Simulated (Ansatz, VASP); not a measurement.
Two plane-wave programs on TiTe2

File INCAR:

```
  PREC = Accurate
  ENCUT = 520
  EDIFF = 1E-6
  ISMEAR = -1
  SIGMA = 0.02
  LREAL = False
  LASPH = True
  NELM = 80
  ALGO = Normal
  ISIF = 2
  LWAVE = False
  LCHARG = True
  GGA = PE
  LELF = True
  LVHAR = True
  NBANDS = 19
```

KPOINTS

```
regular mesh
0
Gamma
  6 6 6
```

POSCAR

```
TiTe2
1.0
    0.0000000000      3.4009502886      3.4009502886
    3.4009502886      0.0000000000      3.4009502886
    3.4009502886      3.4009502886      0.0000000000
Ti Te
1 2
Direct
    0.0000000000      0.0000000000      0.0000000000
    0.2500000000      0.2500000000      0.2500000000
    0.7500000000      0.7500000000      0.7500000000
```

Input for Ansatz:

```yaml
crystal:
  lattice:
    - [0.0, 3.4009502886, 3.4009502886]
    - [3.4009502886, 0.0, 3.4009502886]
    - [3.4009502886, 3.4009502886, 0.0]
  atoms:
    - { symbol: Ti, position: [0.0, 0.0, 0.0] }
    - { symbol: Te, position: [0.25, 0.25, 0.25] }
    - { symbol: Te, position: [0.75, 0.75, 0.75] }
kpoints:
  mp_grid: { grid: [6, 6, 6] }
hamiltonian:
  xc: pbe
scf:
  occupations: { method: fermi_dirac, width: 0.02 }
  n_extra_bands: 4
output:
  forces: true
  stress: true
  eigenvalues: true
```

Alike in both runs: task single point; functional PBE; k mesh 6 × 6 × 6; occupations fermi-dirac, width 0.02 eV; no spin polarisation.

|  | VASP | Ansatz |
| --- | --- | --- |
| version | VASP 6.6.1 | Ansatz 0.2.0 |
| potentials or method | VASP PAW PBE potentials, release 64 (Ti_sv, Te) | plane waves, PAW |
| plane-wave cutoff (eV) | 520 | 420 |
| valence electrons in the cell | 24 | 44 |

|  | VASP | Ansatz | Ansatz less VASP |
| --- | --- | --- | --- |
| pressure (GPa) | 1.9 | 1.9 | -0.01 |

With one functional, cell and mesh, what is left measures potentials, basis and numerics. VASP's potentials hold 24 valence electrons a cell and Ansatz's 44, so a difference there can come from the potentials and not from the codes.

Neither program's run includes spin-orbit coupling.
